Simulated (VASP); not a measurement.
Write the native input for VASP 6.6.1 that does the following.

```yaml
Task: relaxation of cell and atoms
Functional: LDA
Potentials_or_basis: VASP PAW LDA potentials, release 64 (Zn)
Cutoff: 600 eV
k_mesh: 19 × 19 × 19
Occupations: fermi-dirac, width 0.08 eV
Spin: no spin polarisation
Target_pressure: 78 GPa
Dipole_correction: no
Further_INCAR_settings: ALGO = Normal; EDIFF = 1e-07; IBRION = 2; EDIFFG = -0.005; NSW = 32; ISIF = 3
```

The structure of Zn lies in POSCAR:

```
Zn
1.0
   -2.1708575078      2.1708575078      1.1031082233
    2.1708575078     -2.1708575078      1.1031082233
    2.1708575078      2.1708575078     -1.1031082233
Zn
2
Direct
   -0.3750000000     -0.1250000000     -0.2500000000
    0.3750000000      0.1250000000      0.2500000000
```

These files were run (other wordings do the same):

INCAR

```
SYSTEM = Zn
PREC = Accurate
ENCUT = 600
EDIFF = 1E-7
ISMEAR = -1
SIGMA = 0.08
LREAL = .FALSE.
LASPH = .TRUE.
NELM = 60
ALGO = Normal
ISIF = 3
LWAVE = .FALSE.
LCHARG = .FALSE.
GGA = CA
IBRION = 2
NSW = 32
EDIFFG = -0.005
PSTRESS = 780.0
```

KPOINTS

```
regular mesh
0
G
  19 19 19
  0 0 0
```

Potentials or basis: VASP PAW LDA potentials, release 64 (Zn).

Launch:

```bash
$ cat potpaw_LDA.64/Zn/POTCAR > POTCAR
$ mpirun -np 1 vasp_std > vasp.out
```

Results of the run:

```
Relaxed volume                                             : 10.46 Å³/atom
Relaxed cell                                               : a = 3.268 Å, b = 3.268 Å, c = 3.268 Å, α = 96.57°, β = 96.57°, γ = 140.45°
Space group after relaxing (to 0.1 Å)                      : I4_1/amd (No. 141)
Energy change on relaxing (the run minimises the enthalpy) : -28.7 meV/atom
Ionic steps                                                : 3
Pressure after relaxing                                    : 78.0 GPa
Band gap on the k mesh                                     : zero (bands 12 and 13 overlap by 7.84 eV)
```

Caveat: the cell is relaxed towards a set pressure, so the run minimises the enthalpy, not the energy.

Run time: 13 min on 1 thread of Intel Xeon 8259CL, with other jobs on the host, peak memory 0.31 GiB.
